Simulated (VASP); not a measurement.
A run of VASP 6.6.1 is set up as follows.

Contents of INCAR:

```
  PREC = Accurate
  ENCUT = 520
  EDIFF = 1E-6
  ISMEAR = 0
  SIGMA = 0.1
  LREAL = F
  LASPH = T
  NELM = 100
  ALGO = Normal
  ISIF = 2
  LWAVE = F
  LCHARG = F
  GGA = PE
  NBANDS = 40
```

KPOINTS

```
Automatic mesh
0
Gamma
  6 6 6
```

File POSCAR:

```
Ca3Sn2N
1.0
    6.4690383166      0.0000000000      0.0000000000
   -3.2345191583      5.6023515202      0.0000000000
    0.0000000000      0.0000000000      7.7694183536
Ca Sn N
3 2 1
Direct
    0.5000000000      0.0000000000      0.5000000000
    0.0000000000      0.5000000000      0.5000000000
    0.5000000000      0.5000000000      0.5000000000
    0.0000000000      0.0000000000      0.7646259502
    0.0000000000      0.0000000000      0.2353740498
    0.0000000000      0.0000000000      0.5000000000
```

Potentials or basis: VASP PAW PBE potentials, release 64 (Ca_sv, Sn_d, N).

Launch:

```console
$ cat potpaw_PBE.64/Ca_sv/POTCAR potpaw_PBE.64/Sn_d/POTCAR potpaw_PBE.64/N/POTCAR > POTCAR
$ mpirun -np 1 vasp_std > vasp.out
```

Q: What does it give for the pressure?

A: 0.0 GPa.

Q: Estimate the band gap on the k mesh.

A: Zero (an odd number of electrons rules out a gap without spin polarisation).

Q: Predict the largest force.

A: 0.014 eV/Å.

Forces in eV/Å, atoms in the order of the input:
```
Ca   0.000  0.000  0.000
Ca   0.000  0.000  0.000
Ca   0.000  0.000  0.000
Sn   0.000  0.000  0.014
Sn   0.000  0.000 -0.014
N    0.000  0.000  0.000
```

Caveat: spin-orbit coupling is left out, which moves the levels of the heavy elements.
